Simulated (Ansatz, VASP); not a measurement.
Two plane-wave programs on KBr

```
Br K
1.0
     0.00000    3.30000    3.30000
     3.30000    0.00000    3.30000
     3.30000    3.30000    0.00000
Br K
1 1
Direct
  0.50000 0.50000 0.50000
  0.00000 0.00000 0.00000
```

Alike in both runs: functional PBEsol-based screened hybrid; k mesh 4 × 4 × 4; occupations fermi-dirac, width 0.05 eV; no spin polarisation.

```csv
,VASP,Ansatz
version,VASP 6.6.1,Ansatz 0.2.0
potentials or method,"VASP PAW PBE potentials, release 64 (Br, K_sv)",Ansatz PAW
plane-wave cutoff (eV),520,420
valence electrons in the cell,16,16
task,single point,band structure
```

|  | VASP | Ansatz | Ansatz less VASP |
| --- | --- | --- | --- |
| gap on the k mesh at the Fermi level (eV) | 5.46 | 5.46 | +0.003 |
| least direct gap on the mesh (eV) | 5.46 | 5.46 | +0.003 |
| pressure (GPa) | -0.3 | -0.3 | -0.03 |

VASP's potentials were made for PBE, not for PBEsol-based screened hybrid. With one functional, cell and mesh, what is left measures potentials, basis and numerics.
